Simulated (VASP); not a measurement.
# In (Im-3m) in VASP: a series of runs, part 2 of 2

VASP 6.6.1. The steps go on from the part before.

## Step 5: Single point, r2SCAN

This run uses another cell than the first one, of 26.69 Å³/atom, 0.915 times its volume.

POSCAR

```
In
1.0
   -1.8825252400      1.8825252400      1.8825252400
    1.8825252400     -1.8825252400      1.8825252400
    1.8825252400      1.8825252400     -1.8825252400
In
1
Direct
    0.0000000000      0.0000000000      0.0000000000
```

INCAR.step1

```
SYSTEM = In
PREC = Accurate ; ENCUT = 520
ISMEAR = -1 ; SIGMA = 0.05
LREAL = .FALSE. ; LASPH = .TRUE.
NELM = 80 ; NBANDS = 12
GGA = PE ; ALGO = Normal
EDIFF = 1E-4 ; LWAVE = .TRUE.
LCHARG = .FALSE.
```

INCAR.step2

```
SYSTEM = In
PREC = Accurate ; ENCUT = 520
EDIFF = 1E-6 ; ISMEAR = -1
SIGMA = 0.05 ; LREAL = .FALSE.
LASPH = .TRUE. ; NELM = 80
ALGO = Normal ; ISIF = 2
LWAVE = .FALSE. ; LCHARG = .TRUE.
METAGGA = R2SCAN ; LMIXTAU = .TRUE.
LELF = .TRUE. ; LVHAR = .TRUE.
NBANDS = 12 ; ISTART = 1
```

KPOINTS

```
regular mesh
0
G
  10 10 10
  0 0 0
```

Potentials or basis: VASP PAW PBE potentials, release 64 (In_d).

The run is started by

```console
$ cat potpaw_PBE.64/In_d/POTCAR > POTCAR
$ cp INCAR.step1 INCAR
$ mpirun -np 1 vasp_std > vasp.out
$ cp INCAR.step2 INCAR
$ mpirun -np 1 vasp_std > vasp.out
```

OUTCAR:

```text
SYSTEM = In
   PREC = Accurate
   ENCUT = 520
   EDIFF = 1E-6
   ISMEAR = -1
   LREAL = .FALSE.
   LASPH = .TRUE.
   NELM = 80
   ISIF = 2
   METAGGA = R2SCAN
   ISTART = 1

 ion  position               nearest neighbor table
   1  0.000  0.000  0.000-

  LATTYP: Found a body centered cubic cell.
 ALAT       =     3.7650504800

  Lattice vectors:

 A1 = (  -1.8825252400,   1.8825252400,   1.8825252400)
 A2 = (   1.8825252400,  -1.8825252400,   1.8825252400)
 A3 = (   1.8825252400,   1.8825252400,  -1.8825252400)

Analysis of symmetry for initial positions (statically):
=====================================================================
 Subroutine PRICEL returns:
 Original cell was already a primitive cell.

 Routine SETGRP: Setting up the symmetry group for a
 body centered cubic supercell.

 Subroutine GETGRP returns: Found 48 space group operations
 (whereof 48 operations were pure point group operations)
 out of a pool of 48 trial point group operations.

The static configuration has the point symmetry O_h .

Analysis of symmetry for dynamics (positions and initial velocities):
=====================================================================
 Subroutine PRICEL returns:
 Original cell was already a primitive cell.

 Routine SETGRP: Setting up the symmetry group for a
 body centered cubic supercell.

 Subroutine GETGRP returns: Found 48 space group operations
 (whereof 48 operations were pure point group operations)
 out of a pool of 48 trial point group operations.

The dynamic configuration has the point symmetry O_h .

 Subroutine INISYM returns: Found 48 space group operations
 (whereof 48 operations are pure point group operations),
 and found     1 'primitive' translations

----------------------------------------------------------------------------------------

                                     Primitive cell

  volume of cell :      26.6859

  direct lattice vectors                    reciprocal lattice vectors
    -1.882525240  1.882525240  1.882525240     0.000000000  0.265600689  0.265600689
     1.882525240 -1.882525240  1.882525240     0.265600689  0.000000000  0.265600689
     1.882525240  1.882525240 -1.882525240     0.265600689  0.265600689  0.000000000

  length of vectors
     3.260629362  3.260629362  3.260629362     0.375616096  0.375616096  0.375616096

  position of ions in fractional coordinates (direct lattice)
     0.000000000  0.000000000  0.000000000

  ion indices of the primitive-cell ions
   primitive index   ion index
                 1           1

----------------------------------------------------------------------------------------

 KPOINTS: regular mesh

Automatic generation of k-mesh.
 Grid dimensions read from file:
 generate k-points for:   10   10   10

 Generating k-lattice:

  Cartesian coordinates                     Fractional coordinates (reciprocal lattice)
     0.000000000  0.026560069  0.026560069     0.100000000  0.000000000  0.000000000
     0.026560069  0.000000000  0.026560069     0.000000000  0.100000000  0.000000000
     0.026560069  0.026560069  0.000000000     0.000000000  0.000000000  0.100000000

  Length of vectors
     0.037561610  0.037561610  0.037561610

  Shift w.r.t. Gamma in fractional coordinates (k-lattice)
     0.000000000  0.000000000  0.000000000

 Subroutine IBZKPT returns following result:
 ===========================================

 Found     47 irreducible k-points:

 Following reciprocal coordinates:
            Coordinates               Weight
  0.000000  0.000000  0.000000      1.000000
  0.100000  0.000000  0.000000     12.000000
  0.200000  0.000000  0.000000     12.000000
  0.300000  0.000000  0.000000     12.000000
  0.400000  0.000000  0.000000     12.000000
  0.500000  0.000000  0.000000      6.000000
[... 16 lines left out ...]
  0.300000  0.300000  0.100000      8.000000
 -0.300000  0.300000  0.100000     24.000000
 [... further k-points ...]
   k-points           NKPTS =     47   k-points in BZ     NKDIM =     47   number of bands    NBANDS=     12
   number of dos      NEDOS =    301   number of ions     NIONS =      1
   total plane-waves  NPLWV =  13824
   dimension x,y,z NGX =    24 NGY =   24 NGZ =   24
   dimension x,y,z NGXF=    48 NGYF=   48 NGZF=   48
   ions per type =               1
   NGX,Y,Z   is equivalent  to a cutoff of  12.24, 12.24, 12.24 a.u.
   NGXF,Y,Z  is equivalent  to a cutoff of  24.47, 24.47, 24.47 a.u.
 SYSTEM =  In
   PREC   = accura    normal or accurate (medium, high low for compatibility)
   ISTART =      1    job   : 0-new  1-cont  2-samecut
   ICHARG =      0    charge: 1-file 2-atom 10-const
   ISPIN  =      1    spin polarized calculation?
   LNONCOLLINEAR =      F non collinear calculations
   LSORBIT =      F    spin-orbit coupling
   LASPH  =      T    aspherical Exc in radial PAW
   ENCUT  =  520.0 eV  38.22 Ry    6.18 a.u.   6.06  6.06  6.06*2*pi/ulx,y,z
   NELM   =     80;   NELMIN=  2; NELMDL=  0     # of ELM steps
   EDIFF  = 0.1E-05   stopping-criterion for ELM
   LREAL  =      F    real-space projection
   EDIFFG = 0.1E-04   stopping-criterion for IOM
   NSW    =      0    number of steps for IOM
   IBRION =     -1    ionic relax: 0-MD 1-quasi-New 2-CG
   NFREE  =      0    steps in history (QN), initial steepest desc. (CG)
   ISIF   =      2    stress and relaxation
   ISYM   =      2    0-nonsym 1-usesym 2-fastsym
   POTIM  = 0.5000    time-step for ionic-motion
   TEBEG  =    0.0;   TEEND  =   0.0 temperature during run
   PSTRESS=    0.0 pullay stress
   NELECT =      13.0000    total number of electrons
   NUPDOWN=      -1.0000    fix difference up-down
   EMIN   =  10.00;   EMAX   =-10.00  energy-range for DOS
   EFERMI =   0.00;   METHOD = LEGACY
   ISMEAR =    -1;   SIGMA  =   0.05  broadening in eV -4-tet -1-fermi 0-gaus
   EFERMI_NEDOS =   21; number of points for ismear=-14 and -15
   IALGO  =     38    algorithm
   IMIX   =      4    mixing-type and parameters
     AMIX     =   0.40;   BMIX     =  1.00
     AMIX_MAG =   1.60;   BMIX_MAG =  1.00
  volume/ion in A,a.u.               =      26.69       180.09
  Fermi-wavevector in a.u.,A,eV,Ry     =   1.288136  2.434225 22.576080  1.659295
  Thomas-Fermi vector in A             =   2.420108
   LORBIT       =      0    0 simple, 1 ext, 2 COOP (PROOUT), +10 PAW based schemes
   METAGGA = R2SCAN    functional components
   LHFCALC =     F    Hartree Fock is set to
   AEXX    =    0.0000 exact exchange contribution
   IVDW    =     0    specifies the selected vdW correction
   LEPSILON=     F    determine dielectric tensor
   LRPA    =     F    only Hartree local field effects (RPA)
 non-spin polarized calculation
  energy-cutoff  :      520.00
  volume of cell :       26.69
 maximum number of plane-waves:       736
   NGX = 13   NGY = 13   NGZ = 13

 number of electron      13.0000005 magnetization

 Free energy of the ion-electron system (eV)
  ---------------------------------------------------
  ext. energy  EPLUGINS =         0.00000000
  ---------------------------------------------------
  free energy    TOTEN  =       -22.55815965 eV

  energy without entropy =      -22.55286602  energy(sigma->0) =      -22.55551283

 E-fermi :   7.2011     XC(G=0): -10.9746

 val. band max:        7.1876310391   @ k =   0.3000   0.3000   0.0000
 cond. band min:       7.2248425509   @ k =   0.2000   0.2000   0.2000
 fundamental gap:      0.0372115118
 Fermi energy:         7.2011254090

 k-point     1 :       0.0000    0.0000    0.0000
  band No.  band energies     occupation
      1      -7.9989      2.00000
      2      -7.9988      2.00000
      3      -7.9988      2.00000
      4      -7.7162      2.00000
      5      -7.7162      2.00000
      6      -2.6230      2.00000
      7      18.7878      0.00000
      8      18.7878      0.00000
      9      18.7878      0.00000
     10      20.9802      0.00000
     11      20.9802      0.00000
     12      20.9802      0.00000

 k-point     2 :       0.1000    0.0000    0.0000
  band No.  band energies     occupation
      1      -8.0097      2.00000
      2      -7.9892      2.00000
      3      -7.9575      2.00000
      4      -7.7275      2.00000
      5      -7.7168      2.00000
      6      -2.3821      2.00000
      7      16.5802      0.00000
      8      17.7178      0.00000
      9      18.2479      0.00000
     10      19.8559      0.00000
     11      20.1081      0.00000
     12      20.8299      0.00000
[... 316 lines left out ...]
 k-point    24 :      -0.3000    0.3000    0.1000
  band No.  band energies     occupation
      1      -8.0284      2.00000
      2      -7.9625      2.00000
      3      -7.7895      2.00000
      4      -7.7326      2.00000
      5      -7.7128      2.00000
      6      -0.1734      2.00000
      7       9.6486      0.00000
      8      13.6184      0.00000
      9      14.9456      0.00000
     10      18.7420      0.00000
     11      19.5973      0.00000
     12      20.6185      0.00000

 [... further k-points ...]
[... 5 lines left out ...]
  --------------------------------------------------------------------------------------
  -------------------------------------------------------------------------------------
  Total       -0.0239369     -0.0239369     -0.0239369      0.0000000      0.0000000     -0.0000000
  in kB       -1.4371290     -1.4371290     -1.4371290      0.0000000      0.0000000     -0.0000000
  external PRESSURE =      -1.4371290 kB  Pullay stress =       0.0000000 kB

 VOLUME and BASIS-vectors are now :
 -----------------------------------------------------------------------------
  energy-cutoff  :      520.00
  volume of cell :       26.69
      direct lattice vectors                 reciprocal lattice vectors
    -1.882525240  1.882525240  1.882525240     0.000000000  0.265600689  0.265600689
     1.882525240 -1.882525240  1.882525240     0.265600689  0.000000000  0.265600689
     1.882525240  1.882525240 -1.882525240     0.265600689  0.265600689  0.000000000

 POSITION                                       TOTAL-FORCE (eV/Angst)
 -----------------------------------------------------------------------------------
      0.00000      0.00000      0.00000         0.000000      0.000000      0.000000
 -----------------------------------------------------------------------------------
    total drift:                               -0.000000      0.000000      0.000000

  FREE ENERGIE OF THE ION-ELECTRON SYSTEM (eV)
  ---------------------------------------------------
  free  energy   TOTEN  =       -22.5581596482 eV

  energy  without entropy=      -22.5528660184  energy(sigma->0) =      -22.55551283
```

OUTCAR.step1:

```text
SYSTEM = In
   PREC = Accurate
   ENCUT = 520
   ISMEAR = -1
   LREAL = .FALSE.
   LASPH = .TRUE.
[... 576 lines left out ...]
 -----------------------------------------------------------------------------------
      0.00000      0.00000      0.00000        -0.000000     -0.000000     -0.000000
 -----------------------------------------------------------------------------------
    total drift:                                0.000000      0.000000      0.000000

  FREE ENERGIE OF THE ION-ELECTRON SYSTEM (eV)
  ---------------------------------------------------
  free  energy   TOTEN  =        -2.5519601156 eV

  energy  without entropy=       -2.5464406312  energy(sigma->0) =       -2.54920037
```

OSZICAR.step1:

```text
N       E                     dE             d eps       ncg     rms          rms(c)
DAV:   1     0.772239745958E+02    0.77224E+02   -0.63266E+03  1156   0.136E+03
DAV:   2     0.125253602910E+01   -0.75971E+02   -0.73964E+02  1200   0.290E+02
DAV:   3    -0.248722095924E+01   -0.37398E+01   -0.37302E+01  1380   0.641E+01
DAV:   4    -0.257525246081E+01   -0.88032E-01   -0.88008E-01  1444   0.977E+00
DAV:   5    -0.257864497893E+01   -0.33925E-02   -0.33924E-02  1472   0.166E+00    0.219E+00
DAV:   6    -0.255664230408E+01    0.22003E-01   -0.34663E-02  1384   0.376E+00    0.108E+00
DAV:   7    -0.255224356037E+01    0.43987E-02   -0.10812E-02  1424   0.193E+00    0.244E-01
DAV:   8    -0.255195414310E+01    0.28942E-03   -0.81132E-04  1432   0.470E-01    0.330E-02
DAV:   9    -0.255196011561E+01   -0.59725E-05   -0.97833E-06   672   0.467E-02
   1 F= -.25519601E+01 E0= -.25492004E+01  d E =-.551948E-02
```

Wall time 52 s (1 thread of AMD EPYC 7R13 (Zen 3), shared host); peak memory 0.12 GiB.

What came out:

```yaml
Free_energy: -22.5582 eV
Pressure: -0.1 GPa
```

Caveat: the PAW data sets were made with another functional, which shifts forces and pressure a little; spin-orbit coupling is left out, which moves the levels of the heavy elements.

## Step 6: Relaxation of cell and atoms, LDA

This run uses another cell than the first one, of 26.69 Å³/atom, 0.915 times its volume.

INCAR

```
ALGO = Normal
EDIFF = 1E-7
EDIFFG = -0.01
ENCUT = 600
IBRION = 2
ISIF = 3
ISMEAR = -1
LASPH = True
LCHARG = False
LREAL = False
LWAVE = False
NELM = 60
NSW = 60
PREC = Accurate
SIGMA = 0.05
```

KPOINTS

```
k-points
0
Gamma
  10 10 10
```

POSCAR is that of step 5.

Potentials or basis: VASP PAW LDA potentials, release 64 (In_d).

The run is started by

```console
$ cat potpaw_LDA.64/In_d/POTCAR > POTCAR
$ mpirun -np 1 vasp_std > vasp.out
```

It took 33 s on 1 thread of AMD EPYC 7R13 (Zen 3), shared host; peak memory 0.12 GiB.

Results (log left out):

| Quantity | Value |
| --- | --- |
| Free energy | -3.2095 eV |
| Relaxed volume | 24.86 Å³/atom |
| Relaxed cell | a = 3.184 Å, b = 3.184 Å, c = 3.184 Å, α = 109.47°, β = 109.47°, γ = 109.47° |
| Space group after relaxing (to 0.05 Å) | Im-3m (No. 229) |
| Energy gained by relaxing | 17.1 meV/atom |
| Ionic steps | 3 |
| Pressure after relaxing | 0.0 GPa |

The path:
| step | energy change (eV) | largest force (eV/Å) | pressure (GPa) | volume (Å³) |
| --- | --- | --- | --- | --- |
| 1 | 0.0000 | 0.0000 | -2.81 | 26.69 |
| 2 | -0.0171 | 0.0000 | -0.12 | 24.92 |
| 3 | -0.0171 | 0.0000 | 0.00 | 24.86 |

Final structure:
```yaml
crystal:
  lattice:
    - [-1.83845, 1.83845, 1.83845]
    - [1.83845, -1.83845, 1.83845]
    - [1.83845, 1.83845, -1.83845]
  atoms:
    - { symbol: In, position: [0.00000, 0.00000, 0.00000] }
```

Levels at points of the mesh, in eV from the Fermi level:
```tsv
k point	band 3	band 4	band 5	band 6	band 7	band 8	band 9	band 10
(0.00, 0.00, 0.00)	-14.59	-14.27	-14.27	-9.85	11.60	11.60	11.60	13.32
(0.50, 0.00, 0.00)	-14.29	-14.27	-14.07	-3.91	-3.31	6.14	7.58	10.57
(0.50, 0.50, 0.50)	-14.12	-14.12	-14.12	1.30	1.30	1.30	1.34	5.58
```

Caveat: spin-orbit coupling is left out, which moves the levels of the heavy elements.

## Step 7: Summary

| task | level | potentials or basis | cell | cutoff (eV) | gap on the mesh (eV) | pressure (GPa) |
| --- | --- | --- | --- | --- | --- | --- |
| single point | RPBE | VASP PAW PBE potentials, release 64 (In_d) | a = 3.358 Å, angles 109.5°, 1 atom | 520 | none | 0.0 |
| single point | revPBE | VASP PAW PBE potentials, release 64 (In_d) | a = 3.343 Å, angles 109.5°, 1 atom | 520 | none | 0.0 |
| single point | BLYP | VASP PAW PBE potentials, release 64 (In_d) | a = 3.442 Å, angles 109.5°, 1 atom | 520 | none | 0.0 |
| single point | r2SCAN | VASP PAW PBE potentials, release 64 (In_d) | a = 3.261 Å, angles 109.5°, 1 atom | 520 | none | -0.1 |
| relaxation of cell and atoms | LDA | VASP PAW LDA potentials, release 64 (In_d) | relaxed from a = 3.261 Å, angles 109.5°, 1 atom | 600 | none | 0.0 |

Alike in all rows: no spin polarisation; k mesh 10 × 10 × 10; smearing fermi-dirac 0.05 eV.

Caveats: spin-orbit coupling is left out, which moves the levels of the heavy elements; the PAW data sets were made with another functional, which shifts forces and pressure a little (some runs).

Absolute energies hang on the potentials; compare differences alone.
